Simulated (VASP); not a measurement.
Write the native input for VASP 6.6.1 that does the following.

```yaml
Task: single point
Functional: PBEsol
Potentials_or_basis: VASP PAW PBE potentials, release 64 (K_sv, S)
Cutoff: 500 eV
k_mesh: 6 × 6 × 6
Occupations: gaussian, width 0.05 eV
Spin: no spin polarisation
Dipole_correction: no
Further_INCAR_settings: ALGO = Normal; EDIFF = 1e-06; NBANDS = 19
```

The structure of K2S lies in POSCAR:

```
K2S
1.0
    0.0000000000      3.6683381066      3.6683381066
    3.6683381066      0.0000000000      3.6683381066
    3.6683381066      3.6683381066      0.0000000000
K S
2 1
Direct
    0.2500000000      0.2500000000      0.2500000000
    0.7500000000      0.7500000000      0.7500000000
    0.0000000000      0.0000000000      0.0000000000
```

The input as run:

INCAR

```
SYSTEM = K2S
  PREC = Accurate
  ENCUT = 500
  EDIFF = 1E-6
  ISMEAR = 0
  SIGMA = 0.05
  LREAL = .False.
  LASPH = .True.
  NELM = 120
  ALGO = Normal
  ISIF = 2
  LWAVE = .False.
  LCHARG = .True.
  GGA = PS
  LELF = .True.
  LVHAR = .True.
  NBANDS = 19
  GGA_COMPAT = .False.
```

KPOINTS

```
Automatic mesh
0
Gamma
  6 6 6
  0 0 0
```

Potentials or basis: VASP PAW PBE potentials, release 64 (K_sv, S).

Run with:

```console
$ cat potpaw_PBE.64/K_sv/POTCAR potpaw_PBE.64/S/POTCAR > POTCAR
$ mpirun -np 1 vasp_std > vasp.out
```

Results of the run:

```
Pressure               : 0.0 GPa
Band gap on the k mesh : 2.34 eV (least direct gap 2.57 eV)
```

Caveat: the PAW data sets were made with another functional, which shifts forces and pressure a little.

Run time: 74 s on 1 thread of Intel Xeon 8259CL (shared host), peak memory 0.24 GiB.
